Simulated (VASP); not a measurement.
# Sb in VASP: a series of runs, part 3 of 3

VASP 6.6.1. Earlier steps stand in the parts before.

## (5) Electric field gradients, PBE (equal xy, yz and zx shear strains of +3 %)

INCAR reads:

```
PREC = Accurate ; ENCUT = 520
EDIFF = 1E-8 ; ISMEAR = -1
SIGMA = 0.05 ; LREAL = False
LASPH = True ; NELM = 100
ALGO = Normal ; ISIF = 2
LWAVE = False ; LCHARG = False
GGA = PE ; LEFG = True
NBANDS = 8
```

KPOINTS reads:

```
Automatic mesh
0
Gamma
  12 12 12
```

POSCAR reads:

```
Sb
1.0
    0.0691500000      2.3395750000      2.3395750000
    2.3395750000      0.0691500000      2.3395750000
    2.3395750000      2.3395750000      0.0691500000
Sb
1
Direct
    0.0000000000      0.0000000000      0.0000000000
```

Potentials or basis: VASP PAW PBE potentials, release 64 (Sb).

The run is started by

```bash
$ cat potpaw_PBE.64/Sb/POTCAR > POTCAR
$ mpirun -np 1 vasp_std > vasp.out
```

OUTCAR:

```text
PREC = Accurate
   ENCUT = 520
   EDIFF = 1E-8
   ISMEAR = -1
   LREAL = False
   LASPH = True
   NELM = 100
   ISIF = 2
   GGA = PE

 ion  position               nearest neighbor table
   1  0.000  0.000  0.000-

  LATTYP: Found a trigonal (rhomboedric) cell.
 ALAT       =     3.3093812237
 COS(alpha) =     0.5293254421

  Lattice vectors:

 A1 = (   0.0691500000,   2.3395750000,   2.3395750000)
 A2 = (   2.3395750000,   0.0691500000,   2.3395750000)
 A3 = (   2.3395750000,   2.3395750000,   0.0691500000)

Analysis of symmetry for initial positions (statically):
=====================================================================
 Subroutine PRICEL returns:
 Original cell was already a primitive cell.

 Routine SETGRP: Setting up the symmetry group for a
 trigonal (rhombohedral) supercell.
[... 446 lines left out ...]
  external PRESSURE =      91.1006537 kB  Pullay stress =       0.0000000 kB

 VOLUME and BASIS-vectors are now :
 -----------------------------------------------------------------------------
  energy-cutoff  :      520.00
  volume of cell :       24.48
      direct lattice vectors                 reciprocal lattice vectors
     0.069150000  2.339575000  2.339575000    -0.223430218  0.217015954  0.217015954
     2.339575000  0.069150000  2.339575000     0.217015954 -0.223430218  0.217015954
     2.339575000  2.339575000  0.069150000     0.217015954  0.217015954 -0.223430218

 POSITION                                       TOTAL-FORCE (eV/Angst)
 -----------------------------------------------------------------------------------
      0.00000      0.00000      0.00000         0.000000      0.000000     -0.000000
 -----------------------------------------------------------------------------------
    total drift:                                0.000000      0.000000      0.000000

  FREE ENERGIE OF THE ION-ELECTRON SYSTEM (eV)
  ---------------------------------------------------
  free  energy   TOTEN  =        -3.7471521932 eV

  energy  without entropy=       -3.7423820668  energy(sigma->0) =       -3.74476713

 Electric field gradients (V/A^2)
---------------------------------------------------------------------
 ion       V_xx      V_yy      V_zz      V_xy      V_xz      V_yz
---------------------------------------------------------------------
   1       0.000    -0.000     0.000    -8.250    -8.250    -8.250
---------------------------------------------------------------------

 Electric field gradients after diagonalization (V/A^2)
 (convention: |V_zz| > |V_xx| > |V_yy|)
----------------------------------------------------------------------
 ion       V_xx      V_yy      V_zz     asymmetry (V_yy - V_xx)/ V_zz
----------------------------------------------------------------------
   1       8.250     8.250   -16.499       0.000
----------------------------------------------------------------------

           NMR quadrupolar parameters

 Cq : quadrupolar parameter    Cq=e*Q*V_zz/h
 eta: asymmetry parameters     (V_yy - V_xx)/ V_zz
 Q  : nuclear electric quadrupole moment in mb (millibarn)
----------------------------------------------------------------------
 ion       Cq(MHz)       eta       Q (mb)
----------------------------------------------------------------------
   1      -0.040       0.000       1.000
----------------------------------------------------------------------
```

It took 33 s on 1 thread of Intel Xeon Platinum 8488C (Sapphire Rapids), shared host; peak memory 0.18 GiB.

What came out:

| Property | Result |
| --- | --- |
| Free energy | -3.7472 eV |
| Pressure | 9.1 GPa |

Electric field gradients, principal values (V/Å²):
```csv
atom,least,middle,greatest (by size)
1 Sb,8.250,8.250,-16.499
```

Caveat: the cell differs from its parent crystal (equal xy, yz and zx shear strains of +3 %); without QUAD_EFG the Cq values of the log hold for a quadrupole moment of 1 mb, not for the nuclei; spin-orbit coupling is left out, which moves the levels of the heavy elements.

## (6) Electric field gradients, PBE (equal xx and yy strain of +3 %)

INCAR reads:

```
PREC = Accurate
ENCUT = 520
EDIFF = 1E-8
ISMEAR = -1
SIGMA = 0.05
LREAL = F
LASPH = T
NELM = 80
ALGO = Normal
ISIF = 2
LWAVE = F
LCHARG = F
GGA = PE
LEFG = T
NBANDS = 8
```

KPOINTS is that of step 5.

POSCAR reads:

```
Sb
1.0
    0.0000000000      2.3741500000      2.3050000000
    2.3741500000      0.0000000000      2.3050000000
    2.3741500000      2.3741500000      0.0000000000
Sb
1
Direct
    0.0000000000      0.0000000000      0.0000000000
```

Potentials or basis: VASP PAW PBE potentials, release 64 (Sb).

The run is started by

```bash
$ cat potpaw_PBE.64/Sb/POTCAR > POTCAR
$ mpirun -np 1 vasp_std > vasp.out
```

OUTCAR:

```text
PREC = Accurate
   ENCUT = 520
   EDIFF = 1E-8
   ISMEAR = -1
   LREAL = F
   LASPH = T
   NELM = 80
   ISIF = 2
   GGA = PE

 ion  position               nearest neighbor table
   1  0.000  0.000  0.000-

  LATTYP: Found a body centered tetragonal cell.
 ALAT       =     3.3575551291
 C/A-ratio  =     1.3730228761

  Lattice vectors:

 A1 = (   0.0000000000,  -2.3741500000,  -2.3050000000)
 A2 = (   0.0000000000,   2.3741500000,  -2.3050000000)
 A3 = (   2.3741500000,   0.0000000000,   2.3050000000)
[... 469 lines left out ...]
    total drift:                                0.000000      0.000000      0.000000

  FREE ENERGIE OF THE ION-ELECTRON SYSTEM (eV)
  ---------------------------------------------------
  free  energy   TOTEN  =        -3.8077234914 eV

  energy  without entropy=       -3.8015670674  energy(sigma->0) =       -3.80464528

 Electric field gradients (V/A^2)
---------------------------------------------------------------------
 ion       V_xx      V_yy      V_zz      V_xy      V_xz      V_yz
---------------------------------------------------------------------
   1       6.275     6.275   -12.550    -0.000     0.000     0.000
---------------------------------------------------------------------

 Electric field gradients after diagonalization (V/A^2)
 (convention: |V_zz| > |V_xx| > |V_yy|)
----------------------------------------------------------------------
 ion       V_xx      V_yy      V_zz     asymmetry (V_yy - V_xx)/ V_zz
----------------------------------------------------------------------
   1       6.275     6.275   -12.550       0.000
----------------------------------------------------------------------

           NMR quadrupolar parameters

 Cq : quadrupolar parameter    Cq=e*Q*V_zz/h
 eta: asymmetry parameters     (V_yy - V_xx)/ V_zz
 Q  : nuclear electric quadrupole moment in mb (millibarn)
----------------------------------------------------------------------
 ion       Cq(MHz)       eta       Q (mb)
----------------------------------------------------------------------
   1      -0.030       0.000       1.000
----------------------------------------------------------------------
```

stdout:

```text
POSCAR found type information on POSCAR Sb
 POSCAR found :  1 types and       1 ions
 scaLAPACK will be used
 LDA part: xc-table for (Slater+PW92), standard interpolation
 POSCAR, INCAR and KPOINTS ok, starting setup
 FFT: planning ... GRIDC
 FFT: planning ... GRID_SOFT
 FFT: planning ... GRID
 WAVECAR not read
 entering main loop
ion   1
```

It took 18 s on 1 thread of Intel Xeon 6975P-C (Granite Rapids), shared host; peak memory 0.17 GiB.

Results:

```
Free energy : -3.8077 eV
Pressure    : 3.8 GPa
```

Electric field gradients, principal values (V/Å²):
| atom | least | middle | greatest (by size) |
| --- | --- | --- | --- |
| 1 Sb | 6.275 | 6.275 | -12.550 |

Caveat: the cell differs from its parent crystal (equal xx and yy strain of +3 %); without QUAD_EFG the Cq values of the log hold for a quadrupole moment of 1 mb, not for the nuclei; spin-orbit coupling is left out, which moves the levels of the heavy elements.

## (7) Summary

```csv
cell,gap on the mesh (eV),pressure (GPa)
"a = 3.227 Å, angles 61.3°, 1 atom",none,8.9
"a = 3.276 Å, angles 59.3°, 1 atom",none,8.7
"a = 3.309 Å, angles 58.0°, 1 atom",none,9.1
"a = 3.309, b = 3.309, c = 3.358 Å, angles 59.5, 59.5, 61.0°, 1 atom",none,3.8
```

Alike in all rows: task electric field gradients; level PBE; potentials or basis VASP PAW PBE potentials, release 64 (Sb); no spin polarisation; k mesh 12 × 12 × 12; cutoff (eV) 520; smearing fermi-dirac 0.05 eV.

Caveats: spin-orbit coupling is left out, which moves the levels of the heavy elements.

Total energies depend on the potentials used, so only differences within one code and one set of settings carry meaning.
